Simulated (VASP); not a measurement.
## CoO: single point with PBE

CoO:

```
CELL_PARAMETERS angstrom
0.00000 2.34364 2.34364
2.34364 0.00000 2.34364
2.34364 2.34364 0.00000
ATOMIC_POSITIONS crystal
Co 0.00000 0.00000 0.00000
O 0.25000 0.25000 0.25000
```

- Program: VASP 6.6.1
- Task: single point
- Functional: PBE
- Potentials or basis: VASP PAW PBE potentials, release 64 (Co_sv, O)
- Cutoff: 700 eV
- k mesh: 10 × 10 × 10
- Occupations: fermi-dirac, width 0.05 eV
- Spin: no spin polarisation

| Item | Value |
| --- | --- |
| Pressure | -25.1 GPa |
| Band gap on the k mesh | zero (an odd number of electrons rules out a gap without spin polarisation) |

Levels at points of the mesh, in eV from the Fermi level:
```tsv
k point	band 9	band 10	band 11	band 12	band 13	band 14
(0.00, 0.00, 0.00)	-1.05	-1.05	0.06	1.04	1.04	1.04
(0.50, 0.00, 0.00)	-0.94	-0.92	-0.92	0.35	0.35	5.30
(0.50, 0.50, 0.00)	-1.56	-0.76	-0.65	-0.35	-0.35	5.25
```

Run time: 18 s on 1 thread of Intel(R) Xeon(R) 6975P-C (Granite Rapids), with other jobs on the host, peak memory 0.18 GiB.

Caveat: the cell stands under tension; an odd number of electrons without spin polarisation forces a metal; a magnetic or distorted state may lie lower; the run has no spin polarisation, though such a crystal can be magnetic; semilocal functionals often make such compounds metallic where correlation or magnetic order opens a gap, which also shifts bond lengths. Spin polarisation is off, so any magnetic state and its effect on volume and gap are missing.
